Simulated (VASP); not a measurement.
# Zn5Ge2O (P-3m1) in VASP: further runs, part 2 of 2

VASP 6.6.1. Earlier steps stand in the parts before.

## Step 3: Single point, PBE (14.48 Å³/atom)

This run uses another cell than the first one, of 14.48 Å³/atom.

Input file INCAR:

```
ALGO = Normal
EDIFF = 1E-6
ENCUT = 520
GGA = PE
ISIF = 2
ISMEAR = 0
LASPH = T
LCHARG = T
LELF = T
LREAL = F
LVHAR = T
LWAVE = F
NBANDS = 57
NELM = 100
PREC = Accurate
SIGMA = 0.1
```

Input file KPOINTS:

```
k-points
0
Gamma
  12 12 2
```

Input file POSCAR:

```
Zn5Ge2O
1.0
    2.9812683836      0.0000000000      0.0000000000
   -1.4906341918      2.5818541557      0.0000000000
    0.0000000000      0.0000000000     15.0499587996
Zn Ge O
5 2 1
Direct
    0.6666666667      0.3333333333      0.9142163351
    0.3333333333      0.6666666667      0.0857836649
    0.3333333333      0.6666666667      0.3686938005
    0.6666666667      0.3333333333      0.6313061995
    0.0000000000      0.0000000000      0.5000000000
    0.6666666667      0.3333333333      0.2251513612
    0.3333333333      0.6666666667      0.7748486388
    0.0000000000      0.0000000000      0.0000000000
```

Potentials or basis: VASP PAW PBE potentials, release 64 (Zn, Ge_d, O).

Command:

```bash
cat potpaw_PBE.64/Zn/POTCAR potpaw_PBE.64/Ge_d/POTCAR potpaw_PBE.64/O/POTCAR > POTCAR
mpirun -np 1 vasp_std > vasp.out
```

OUTCAR:

```text
EDIFF = 1E-6
   ENCUT = 520
   GGA = PE
   ISIF = 2
   ISMEAR = 0
   LASPH = T
   LREAL = F
   NELM = 100
   PREC = Accurate

 ion  position               nearest neighbor table
   1  0.667  0.333  0.914-   8 2.15   8 2.15   8 2.15   7 2.71   7 2.71   7 2.71
   2  0.333  0.667  0.086-   8 2.15   8 2.15   8 2.15   6 2.71   6 2.71   6 2.71
   3  0.333  0.667  0.369-   5 2.62   5 2.62   5 2.62   6 2.76   6 2.76   6 2.76
   4  0.667  0.333  0.631-   5 2.62   5 2.62   5 2.62   7 2.76   7 2.76   7 2.76
   5  0.000  0.000  0.500-   3 2.62   4 2.62   4 2.62   3 2.62   4 2.62   3 2.62
   6  0.667  0.333  0.225-   2 2.71   2 2.71   2 2.71   3 2.76   3 2.76   3 2.76
   7  0.333  0.667  0.775-   1 2.71   1 2.71   1 2.71   4 2.76   4 2.76   4 2.76
   8  0.000  0.000  0.000-   1 2.15   2 2.15   1 2.15   2 2.15   1 2.15   2 2.15

  LATTYP: Found a hexagonal cell.
 ALAT       =     2.9812683836
 C/A-ratio  =     5.0481730804

  Lattice vectors:

 A1 = (   2.9812683836,   0.0000000000,   0.0000000000)
 A2 = (  -1.4906341918,   2.5818541557,   0.0000000000)
 A3 = (   0.0000000000,   0.0000000000,  15.0499587996)

Analysis of symmetry for initial positions (statically):
=====================================================================
 Subroutine PRICEL returns:
 Original cell was already a primitive cell.

 Routine SETGRP: Setting up the symmetry group for a
 hexagonal supercell.

 Subroutine GETGRP returns: Found 12 space group operations
 (whereof 12 operations were pure point group operations)
 out of a pool of 24 trial point group operations.

The static configuration has the point symmetry D_3d.

Analysis of symmetry for dynamics (positions and initial velocities):
=====================================================================
 Subroutine PRICEL returns:
 Original cell was already a primitive cell.

 Routine SETGRP: Setting up the symmetry group for a
 hexagonal supercell.

 Subroutine GETGRP returns: Found 12 space group operations
 (whereof 12 operations were pure point group operations)
 out of a pool of 24 trial point group operations.

The dynamic configuration has the point symmetry D_3d.

 Subroutine INISYM returns: Found 12 space group operations
 (whereof 12 operations are pure point group operations),
 and found     1 'primitive' translations

----------------------------------------------------------------------------------------

                                     Primitive cell

  volume of cell :     115.8425

  direct lattice vectors                    reciprocal lattice vectors
     2.981268384  0.000000000  0.000000000     0.335427701  0.193659273  0.000000000
    -1.490634192  2.581854156  0.000000000     0.000000000  0.387318547  0.000000000
     0.000000000  0.000000000 15.049958800     0.000000000  0.000000000  0.066445365

  length of vectors
     2.981268384  2.981268384 15.049958800     0.387318547  0.387318547  0.066445365

  position of ions in fractional coordinates (direct lattice)
     0.666666667  0.333333333  0.914216335
     0.333333333  0.666666667  0.085783665
     0.333333333  0.666666667  0.368693800
     0.666666667  0.333333333  0.631306200
     0.000000000  0.000000000  0.500000000
     0.666666667  0.333333333  0.225151361
     0.333333333  0.666666667  0.774848639
     0.000000000  0.000000000  0.000000000

[... 61 lines left out ...]
  0.250000  0.000000  0.500000      6.000000
  0.333333 -0.000000  0.500000      6.000000
 [... further k-points ...]
   k-points           NKPTS =     38   k-points in BZ     NKDIM =     38   number of bands    NBANDS=     57
   number of dos      NEDOS =    301   number of ions     NIONS =      8
   total plane-waves  NPLWV =  64512
   dimension x,y,z NGX =    24 NGY =   24 NGZ =  112
   dimension x,y,z NGXF=    48 NGYF=   48 NGZF=  224
   ions per type =               5   2   1
   NGX,Y,Z   is equivalent  to a cutoff of  13.38, 13.38, 12.37 a.u.
   NGXF,Y,Z  is equivalent  to a cutoff of  26.77, 26.77, 24.74 a.u.
 SYSTEM =  unknown system
   PREC   = accura    normal or accurate (medium, high low for compatibility)
   ISTART =      0    job   : 0-new  1-cont  2-samecut
   ICHARG =      2    charge: 1-file 2-atom 10-const
   ISPIN  =      1    spin polarized calculation?
   LNONCOLLINEAR =      F non collinear calculations
   LSORBIT =      F    spin-orbit coupling
   LASPH  =      T    aspherical Exc in radial PAW
   ENCUT  =  520.0 eV  38.22 Ry    6.18 a.u.   5.54  5.54 27.98*2*pi/ulx,y,z
   NELM   =    100;   NELMIN=  2; NELMDL= -5     # of ELM steps
   EDIFF  = 0.1E-05   stopping-criterion for ELM
   LREAL  =      F    real-space projection
   EDIFFG = 0.1E-04   stopping-criterion for IOM
   NSW    =      0    number of steps for IOM
   IBRION =     -1    ionic relax: 0-MD 1-quasi-New 2-CG
   NFREE  =      0    steps in history (QN), initial steepest desc. (CG)
   ISIF   =      2    stress and relaxation
   ISYM   =      2    0-nonsym 1-usesym 2-fastsym
   POTIM  = 0.5000    time-step for ionic-motion
   TEBEG  =    0.0;   TEEND  =   0.0 temperature during run
   PSTRESS=    0.0 pullay stress
   NELECT =      94.0000    total number of electrons
   NUPDOWN=      -1.0000    fix difference up-down
   EMIN   =  10.00;   EMAX   =-10.00  energy-range for DOS
   EFERMI =   0.00;   METHOD = LEGACY
   ISMEAR =     0;   SIGMA  =   0.10  broadening in eV -4-tet -1-fermi 0-gaus
   EFERMI_NEDOS =   21; number of points for ismear=-14 and -15
   IALGO  =     38    algorithm
   IMIX   =      4    mixing-type and parameters
     AMIX     =   0.40;   BMIX     =  1.00
     AMIX_MAG =   1.60;   BMIX_MAG =  1.00
  volume/ion in A,a.u.               =      14.48        97.72
  Fermi-wavevector in a.u.,A,eV,Ry     =   1.526961  2.885539 31.723499  2.331611
  Thomas-Fermi vector in A             =   2.634923
   LORBIT       =      0    0 simple, 1 ext, 2 COOP (PROOUT), +10 PAW based schemes
   GGA     = PE    functional components
   LHFCALC =     F    Hartree Fock is set to
   AEXX    =    0.0000 exact exchange contribution
   IVDW    =     0    specifies the selected vdW correction
   LEPSILON=     F    determine dielectric tensor
   LRPA    =     F    only Hartree local field effects (RPA)
 non-spin polarized calculation
 Gauss-broadening in eV      SIGMA  =   0.10
  energy-cutoff  :      520.00
  volume of cell :      115.84
 maximum number of plane-waves:      3175
 NGX is ok and might be reduce to    24
   NGX = 11   NGY = 11   NGZ = 55

 number of electron      93.9999977 magnetization

 Free energy of the ion-electron system (eV)
  ---------------------------------------------------
  ext. energy  EPLUGINS =         0.00000000
  ---------------------------------------------------
  free energy    TOTEN  =       -20.71708404 eV

  energy without entropy =      -20.70795116  energy(sigma->0) =      -20.71251760

 E-fermi :   4.8436     XC(G=0): -11.6891

 val. band max:        4.7939134278   @ k =   0.4167   0.1667   0.0000
 cond. band min:       4.8960219758   @ k =   0.4167   0.1667   0.0000
 fundamental gap:      0.1021085480
 Fermi energy:         4.8436422684

 k-point     1 :       0.0000    0.0000    0.0000
  band No.  band energies     occupation
      1     -20.0525      2.00000
      2     -20.0525      2.00000
      3     -20.0525      2.00000
      4     -20.0525      2.00000
      5     -19.9879      2.00000
      6     -19.9878      2.00000
[... 1429 lines left out ...]
     56      11.0745      0.00000
     57      12.3264      0.00000

 [... further k-points ...]

------------------------ aborting loop because EDIFF is reached ----------------------------------------

  FORCE on cell =-STRESS in cart. coord.  units (eV):
  Direction    XX          YY          ZZ          XY          YZ          ZX
  --------------------------------------------------------------------------------------
  -------------------------------------------------------------------------------------
  Total        3.9663741      3.9663741      4.0032567      0.0000000      0.0000000      0.0000000
  in kB       54.8575197     54.8575197     55.3676301      0.0000000      0.0000000      0.0000000
  external PRESSURE =      55.0275565 kB  Pullay stress =       0.0000000 kB

 VOLUME and BASIS-vectors are now :
 -----------------------------------------------------------------------------
  energy-cutoff  :      520.00
  volume of cell :      115.84
      direct lattice vectors                 reciprocal lattice vectors
     2.981268384  0.000000000  0.000000000     0.335427701  0.193659273  0.000000000
    -1.490634192  2.581854156  0.000000000     0.000000000  0.387318547  0.000000000
     0.000000000  0.000000000 15.049958800     0.000000000  0.000000000  0.066445365

 POSITION                                       TOTAL-FORCE (eV/Angst)
 -----------------------------------------------------------------------------------
      1.49063      0.86062     13.75892         0.000000      0.000000     -0.044461
     -0.00000      1.72124      1.29104         0.000000     -0.000000      0.044461
     -0.00000      1.72124      5.54883        -0.000000     -0.000000     -0.004246
      1.49063      0.86062      9.50113         0.000000      0.000000      0.004246
      0.00000      0.00000      7.52498        -0.000000      0.000000      0.000000
      1.49063      0.86062      3.38852        -0.000000      0.000000     -0.000923
     -0.00000      1.72124     11.66144        -0.000000     -0.000000      0.000923
      0.00000      0.00000      0.00000        -0.000000      0.000000      0.000000
 -----------------------------------------------------------------------------------
    total drift:                               -0.000000     -0.000000      0.000000

  FREE ENERGIE OF THE ION-ELECTRON SYSTEM (eV)
  ---------------------------------------------------
  free  energy   TOTEN  =       -20.7170840412 eV

  energy  without entropy=      -20.7079511593  energy(sigma->0) =      -20.71251760
```

Wall time 6.7 min (1 thread of Intel Xeon 8259CL, shared host); peak memory 0.37 GiB.

Results:

| Quantity | Value |
| --- | --- |
| Free energy | -20.7171 eV |
| Pressure | 5.5 GPa |
| Largest force | 0.044 eV/Å |
| Band gap on the k mesh | zero (bands 47 and 48 overlap by 3.53 eV) |

Forces on the atoms (eV/Å):
```
Zn   0.000  0.000 -0.044
Zn   0.000  0.000  0.044
Zn   0.000  0.000 -0.004
Zn   0.000  0.000  0.004
Zn   0.000  0.000  0.000
Ge   0.000  0.000 -0.001
Ge   0.000  0.000  0.001
O    0.000  0.000  0.000
```

Caveat: the cell stands under pressure.

## Step 4: Single point, PBE

This run uses another cell than the first one, of 15.40 Å³/atom.

Input file INCAR:

```
PREC = Accurate
ENCUT = 520
EDIFF = 1E-7
ISMEAR = 0
SIGMA = 0.1
LREAL = False
LASPH = True
NELM = 100
ALGO = Normal
ISIF = 2
LWAVE = False
LCHARG = True
GGA = PE
LELF = True
LVHAR = True
NBANDS = 57
```

Input file KPOINTS:

```
regular mesh
0
Gamma
  12 12 2
```

Input file POSCAR:

```
Zn5Ge2O
1.0
    3.0482825586      0.0000000000      0.0000000000
   -1.5241412793      2.6398901337      0.0000000000
    0.0000000000      0.0000000000     15.3143709983
Zn Ge O
5 2 1
Direct
    0.6666666667      0.3333333333      0.9159002699
    0.3333333333      0.6666666667      0.0840997301
    0.3333333333      0.6666666667      0.3683777261
    0.6666666667      0.3333333333      0.6316222739
    0.0000000000      0.0000000000      0.5000000000
    0.6666666667      0.3333333333      0.2239943156
    0.3333333333      0.6666666667      0.7760056844
    0.0000000000      0.0000000000      0.0000000000
```

Command:

```bash
cat potpaw_PBE.64/Zn/POTCAR potpaw_PBE.64/Ge_d/POTCAR potpaw_PBE.64/O/POTCAR > POTCAR
mpirun -np 1 vasp_std > vasp.out
```

It took 9.4 min on 1 thread of Intel Xeon 8259CL, shared host; peak memory 0.37 GiB.

It converged, with:

* Free energy: -20.8442 eV
* Pressure: 0.3 GPa
* Largest force: 0.038 eV/Å
* Band gap on the k mesh: zero (bands 47 and 48 overlap by 3.43 eV)

Forces on the atoms (eV/Å):
```
Zn   0.000  0.000 -0.038
Zn   0.000  0.000  0.038
Zn   0.000  0.000 -0.004
Zn   0.000  0.000  0.004
Zn   0.000  0.000  0.000
Ge   0.000  0.000 -0.002
Ge   0.000  0.000  0.002
O    0.000  0.000  0.000
```

Stress tensor (GPa, compression positive):
```
0.23 0.00 0.00
0.00 0.23 0.00
0.00 0.00 0.32
```

Levels at points of the mesh, in eV from the Fermi level:
| k point | band 45 | band 46 | band 47 | band 48 | band 49 | band 50 |
| --- | --- | --- | --- | --- | --- | --- |
| (0.00, 0.00, 0.00) | -2.76 | -1.56 | 2.10 | 2.20 | 6.94 | 6.94 |
| (0.50, 0.00, 0.00) | -2.92 | -1.96 | -1.42 | -0.38 | 0.43 | 1.14 |
| (0.00, 0.00, 0.50) | -2.76 | -0.28 | 0.22 | 4.13 | 4.95 | 6.94 |
| (0.50, 0.00, 0.50) | -2.68 | -1.82 | -1.57 | -0.87 | 1.29 | 1.37 |

## Step 5: The runs side by side

| cell | gap on the mesh (eV) | pressure (GPa) | largest force (eV/Å) |
| --- | --- | --- | --- |
| a = 2.948, b = 2.948, c = 14.898 Å, angles 90.0, 90.0, 120.0°, 8 atoms, atomic positions A | none | 8.9 | 0.05 |
| a = 2.981, b = 2.981, c = 15.050 Å, angles 90.0, 90.0, 120.0°, 8 atoms, atomic positions B | none | 5.5 | 0.04 |
| a = 3.048, b = 3.048, c = 15.314 Å, angles 90.0, 90.0, 120.0°, 8 atoms, atomic positions C | none | 0.3 | 0.04 |

Alike in all rows: task single point; level PBE; potentials or basis VASP PAW PBE potentials, release 64 (Zn, Ge_d, O); no spin polarisation; k mesh 12 × 12 × 2; cutoff (eV) 520; smearing gaussian 0.1 eV.

Caveats: the cell stands under pressure (at least some runs).

Absolute energies hang on the potentials; compare differences alone.
